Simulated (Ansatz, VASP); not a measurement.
**One calculation of AlRu, two programs**

```xyz
2
Lattice="2.8990 0.0000 0.0000 -1.4495 2.5106 0.0000 0.0000 0.0000 3.8876" Properties=species:S:1:pos:R:3 pbc="T T T"
Al    0.0000    0.0000    0.0000
Ru    1.4495    0.8369    1.9438
```

Change from the starting cell: species swapped into the WC type (P-6m2, No. 187).

Alike in both runs: task relaxation of cell and atoms; functional PBE; k mesh 24 × 24 × 14; occupations gaussian, width 0.1 eV; no spin polarisation.

```csv
,VASP,Ansatz
version,VASP 6.6.1,Ansatz 0.2.0
potentials or method,"VASP PAW PBE potentials, release 64 (Al, Ru_pv), cutoff 600 eV","scalar-relativistic, plane waves, PAW"
valence electrons in the cell,17,19
```

```csv
,VASP,Ansatz,Ansatz less VASP
"gap on the k mesh at the Fermi level, each at its own relaxed structure (eV)",none,none,-
relaxed volume (Å³/atom),14.12,14.12,+0.007
relaxed cell length with the largest relative difference (Å),3.886,3.889,+0.0032
```

A gap of «none» marks a metal or a gap that the smearing closes. VASP's potentials hold 17 valence electrons a cell and Ansatz's 19, so a difference there can come from the potentials and not from the codes.
